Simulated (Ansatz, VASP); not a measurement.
## Zn in VASP and in Ansatz

```
Zn
1.0
     2.63332    0.00000    0.00000
    -1.31666    2.28052    0.00000
     0.00000    0.00000    5.10824
Zn
2
Direct
  0.33333 0.66667 0.25000
  0.66667 0.33333 0.75000
```

Alike in both runs: task relaxation of cell and atoms; functional LDA; k mesh 18 × 18 × 8; occupations gaussian, width 0.1 eV; no spin polarisation.

|  | VASP | Ansatz |
| --- | --- | --- |
| version | VASP 6.6.1 | Ansatz 0.2.0 |
| potentials or method | VASP PAW LDA potentials, release 64 (Zn), cutoff 600 eV | scalar-relativistic, plane waves, PAW |
| valence electrons in the cell | 24 | 24 |

```tsv
	VASP	Ansatz	Ansatz less VASP
gap on the k mesh at the Fermi level, each at its own relaxed structure (eV)	none	none	-
relaxed volume (Å³/atom)	13.72	13.66	-0.064
relaxed cell length with the largest relative difference (Å)	2.559	2.553	-0.0063
```

LDA's correlation is that of Perdew and Zunger in VASP and of Perdew and Wang (1992) in Ansatz. A gap of «none» marks a metal or a gap that the smearing closes.
